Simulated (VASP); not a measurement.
# Mg (Pm-3m) in VASP: a series of runs, part 2 of 3

VASP 6.6.1.

## (4) Single point, LDA (volume scaled by 0.6)

Input file INCAR:

```
  PREC = Accurate
  ENCUT = 520
  EDIFF = 1E-7
  ISMEAR = -1
  SIGMA = 0.05
  LREAL = False
  LASPH = True
  NELM = 80
  ALGO = Normal
  ISIF = 2
  LWAVE = False
  LCHARG = False
  NBANDS = 7
```

Input file KPOINTS:

```
regular mesh
0
Gamma
  15 15 15
```

Input file POSCAR:

```
Mg
1.0
    2.4957860586      0.0000000000      0.0000000000
    0.0000000000      2.4957860586      0.0000000000
    0.0000000000      0.0000000000      2.4957860586
Mg
1
Direct
    0.0000000000      0.0000000000      0.0000000000
```

Potentials or basis: VASP PAW LDA potentials, release 64 (Mg).

The run is started by

```bash
$ cat potpaw_LDA.64/Mg/POTCAR > POTCAR
$ mpirun -np 1 vasp_std > vasp.out
```

OUTCAR:

```text
PREC = Accurate
   ENCUT = 520
   EDIFF = 1E-7
   ISMEAR = -1
   LREAL = False
   LASPH = True
   NELM = 80
   ISIF = 2

 ion  position               nearest neighbor table
   1  0.000  0.000  0.000-

  LATTYP: Found a simple cubic cell.
 ALAT       =     2.4957860586

  Lattice vectors:

 A1 = (   2.4957860586,   0.0000000000,   0.0000000000)
 A2 = (   0.0000000000,   2.4957860586,   0.0000000000)
 A3 = (   0.0000000000,   0.0000000000,   2.4957860586)

Analysis of symmetry for initial positions (statically):
=====================================================================
 Subroutine PRICEL returns:
 Original cell was already a primitive cell.

 Routine SETGRP: Setting up the symmetry group for a
 simple cubic supercell.

 Subroutine GETGRP returns: Found 48 space group operations
 (whereof 48 operations were pure point group operations)
 out of a pool of 48 trial point group operations.

The static configuration has the point symmetry O_h .

Analysis of symmetry for dynamics (positions and initial velocities):
=====================================================================
 Subroutine PRICEL returns:
 Original cell was already a primitive cell.

 Routine SETGRP: Setting up the symmetry group for a
 simple cubic supercell.

 Subroutine GETGRP returns: Found 48 space group operations
 (whereof 48 operations were pure point group operations)
 out of a pool of 48 trial point group operations.

The dynamic configuration has the point symmetry O_h .

 Subroutine INISYM returns: Found 48 space group operations
 (whereof 48 operations are pure point group operations),
 and found     1 'primitive' translations

----------------------------------------------------------------------------------------

                                     Primitive cell

  volume of cell :      15.5461

  direct lattice vectors                    reciprocal lattice vectors
     2.495786059  0.000000000  0.000000000     0.400675369  0.000000000  0.000000000
     0.000000000  2.495786059  0.000000000     0.000000000  0.400675369  0.000000000
     0.000000000  0.000000000  2.495786059     0.000000000  0.000000000  0.400675369

  length of vectors
     2.495786059  2.495786059  2.495786059     0.400675369  0.400675369  0.400675369

  position of ions in fractional coordinates (direct lattice)
     0.000000000  0.000000000  0.000000000

  ion indices of the primitive-cell ions
   primitive index   ion index
                 1           1

----------------------------------------------------------------------------------------

 KPOINTS: regular mesh

Automatic generation of k-mesh.
 Grid dimensions read from file:
 generate k-points for:   15   15   15

 Generating k-lattice:

  Cartesian coordinates                     Fractional coordinates (reciprocal lattice)
     0.026711691  0.000000000  0.000000000     0.066666667  0.000000000  0.000000000
     0.000000000  0.026711691  0.000000000     0.000000000  0.066666667  0.000000000
     0.000000000  0.000000000  0.026711691     0.000000000  0.000000000  0.066666667

  Length of vectors
     0.026711691  0.026711691  0.026711691

  Shift w.r.t. Gamma in fractional coordinates (k-lattice)
     0.000000000  0.000000000  0.000000000

 Subroutine IBZKPT returns following result:
 ===========================================

 Found    120 irreducible k-points:

 Following reciprocal coordinates:
            Coordinates               Weight
  0.000000  0.000000  0.000000      1.000000
  0.066667  0.000000  0.000000      6.000000
  0.133333  0.000000  0.000000      6.000000
  0.200000  0.000000  0.000000      6.000000
  0.266667  0.000000  0.000000      6.000000
  0.333333  0.000000  0.000000      6.000000
[... 16 lines left out ...]
  0.266667  0.200000  0.000000     24.000000
  0.333333  0.200000  0.000000     24.000000
 [... further k-points ...]
   k-points           NKPTS =    120   k-points in BZ     NKDIM =    120   number of bands    NBANDS=      7
   number of dos      NEDOS =    301   number of ions     NIONS =      1
   total plane-waves  NPLWV =   8000
   dimension x,y,z NGX =    20 NGY =   20 NGZ =   20
   dimension x,y,z NGXF=    40 NGYF=   40 NGZF=   40
   ions per type =               1
   NGX,Y,Z   is equivalent  to a cutoff of  13.32, 13.32, 13.32 a.u.
   NGXF,Y,Z  is equivalent  to a cutoff of  26.64, 26.64, 26.64 a.u.
 SYSTEM =  unknown system
   PREC   = accura    normal or accurate (medium, high low for compatibility)
   ISTART =      0    job   : 0-new  1-cont  2-samecut
   ICHARG =      2    charge: 1-file 2-atom 10-const
   ISPIN  =      1    spin polarized calculation?
   LNONCOLLINEAR =      F non collinear calculations
   LSORBIT =      F    spin-orbit coupling
   LASPH  =      T    aspherical Exc in radial PAW
   ENCUT  =  520.0 eV  38.22 Ry    6.18 a.u.   4.64  4.64  4.64*2*pi/ulx,y,z
   NELM   =     80;   NELMIN=  2; NELMDL= -5     # of ELM steps
   EDIFF  = 0.1E-06   stopping-criterion for ELM
   LREAL  =      F    real-space projection
   EDIFFG = 0.1E-05   stopping-criterion for IOM
   NSW    =      0    number of steps for IOM
   IBRION =     -1    ionic relax: 0-MD 1-quasi-New 2-CG
   NFREE  =      0    steps in history (QN), initial steepest desc. (CG)
   ISIF   =      2    stress and relaxation
   ISYM   =      2    0-nonsym 1-usesym 2-fastsym
   POTIM  = 0.5000    time-step for ionic-motion
   TEBEG  =    0.0;   TEEND  =   0.0 temperature during run
   PSTRESS=    0.0 pullay stress
   NELECT =       2.0000    total number of electrons
   NUPDOWN=      -1.0000    fix difference up-down
   EMIN   =  10.00;   EMAX   =-10.00  energy-range for DOS
   EFERMI =   0.00;   METHOD = LEGACY
   ISMEAR =    -1;   SIGMA  =   0.05  broadening in eV -4-tet -1-fermi 0-gaus
   EFERMI_NEDOS =   21; number of points for ismear=-14 and -15
   IALGO  =     38    algorithm
   IMIX   =      4    mixing-type and parameters
     AMIX     =   0.40;   BMIX     =  1.00
     AMIX_MAG =   1.60;   BMIX_MAG =  1.00
  volume/ion in A,a.u.               =      15.55       104.91
  Fermi-wavevector in a.u.,A,eV,Ry     =   0.826439  1.561743  9.292799  0.683001
  Thomas-Fermi vector in A             =   1.938471
   LORBIT       =      0    0 simple, 1 ext, 2 COOP (PROOUT), +10 PAW based schemes
   GGA     = CA    functional components
   LHFCALC =     F    Hartree Fock is set to
   AEXX    =    0.0000 exact exchange contribution
   IVDW    =     0    specifies the selected vdW correction
   LEPSILON=     F    determine dielectric tensor
   LRPA    =     F    only Hartree local field effects (RPA)
 non-spin polarized calculation
  energy-cutoff  :      520.00
  volume of cell :       15.55
 maximum number of plane-waves:       437
 NGX is ok and might be reduce to    20
   NGX =  9   NGY =  9   NGZ =  9

 number of electron       2.0000000 magnetization

 Free energy of the ion-electron system (eV)
  ---------------------------------------------------
  ext. energy  EPLUGINS =         0.00000000
  ---------------------------------------------------
  free energy    TOTEN  =        -0.68947781 eV

  energy without entropy =       -0.68609708  energy(sigma->0) =       -0.68778745

 E-fermi :   4.9343     XC(G=0): -10.0140

 val. band max:        4.8527093575   @ k =   0.4000   0.1333   0.0000
 cond. band min:       4.9499014690   @ k =   0.4000   0.1333   0.0667
 fundamental gap:      0.0971921115
 Fermi energy:         4.9343280764

 k-point     1 :       0.0000    0.0000    0.0000
  band No.  band energies     occupation
      1      -3.8560      2.00000
      2      15.0498      0.00000
      3      15.0498      0.00000
      4      19.1193      0.00000
      5      19.1193      0.00000
      6      19.1193      0.00000
      7      26.3530      0.00000

 k-point     2 :       0.0667    0.0000    0.0000
  band No.  band energies     occupation
      1      -3.7480      2.00000
      2      14.1101      0.00000
      3      15.1446      0.00000
      4      19.1905      0.00000
      5      19.1905      0.00000
      6      19.8335      0.00000
      7      26.8125      0.00000
[... 201 lines left out ...]
 k-point    23 :       0.2667    0.2000    0.0000
  band No.  band energies     occupation
      1      -1.2078      2.00000
      2       8.9118      0.00000
      3      12.1144      0.00000
      4      19.6399      0.00000
      5      20.9255      0.00000
      6      24.0051      0.00000
      7      28.4298      0.00000

 k-point    24 :       0.3333    0.2000    0.0000
  band No.  band energies     occupation
      1      -0.2813      2.00000
      2       7.0908      0.00000
      3      12.8311      0.00000
      4      18.8421      0.00000
      5      21.5595      0.00000
      6      23.8345      0.00000
      7      27.5177      0.00000

 [... further k-points ...]
[... 5 lines left out ...]
  --------------------------------------------------------------------------------------
  -------------------------------------------------------------------------------------
  Total        3.3028701      3.3028701      3.3028701      0.0000000     -0.0000000      0.0000000
  in kB      340.3925257    340.3925257    340.3925257      0.0000000     -0.0000000      0.0000000
  external PRESSURE =     340.3925257 kB  Pullay stress =       0.0000000 kB

 VOLUME and BASIS-vectors are now :
 -----------------------------------------------------------------------------
  energy-cutoff  :      520.00
  volume of cell :       15.55
      direct lattice vectors                 reciprocal lattice vectors
     2.495786059  0.000000000  0.000000000     0.400675369  0.000000000  0.000000000
     0.000000000  2.495786059  0.000000000     0.000000000  0.400675369  0.000000000
     0.000000000  0.000000000  2.495786059     0.000000000  0.000000000  0.400675369

 POSITION                                       TOTAL-FORCE (eV/Angst)
 -----------------------------------------------------------------------------------
      0.00000      0.00000      0.00000         0.000000      0.000000      0.000000
 -----------------------------------------------------------------------------------
    total drift:                                0.000000      0.000000      0.000000

  FREE ENERGIE OF THE ION-ELECTRON SYSTEM (eV)
  ---------------------------------------------------
  free  energy   TOTEN  =        -0.6894778127 eV

  energy  without entropy=       -0.6860970774  energy(sigma->0) =       -0.68778745
```

stdout:

```text
POSCAR found type information on POSCAR Mg
 POSCAR found :  1 types and       1 ions
 scaLAPACK will be used
 LDA part: xc-table for (Slater(with rela. corr.)+CA(PZ))
 , standard interpolation
 POSCAR, INCAR and KPOINTS ok, starting setup
 FFT: planning ... GRIDC
 FFT: planning ... GRID_SOFT
 FFT: planning ... GRID
 WAVECAR not read
 entering main loop
```

It took 5.9 s on 1 thread of Intel Xeon Platinum 8488C (Sapphire Rapids), shared host; peak memory 0.12 GiB.

What came out:

```
Free energy            : -0.6895 eV
Pressure               : 34.0 GPa
Band gap on the k mesh : zero (band 1 reaches 10.23 eV, above the bottom of band 2 at 2.85 eV)
```

(Continued in part 3 of 3.)
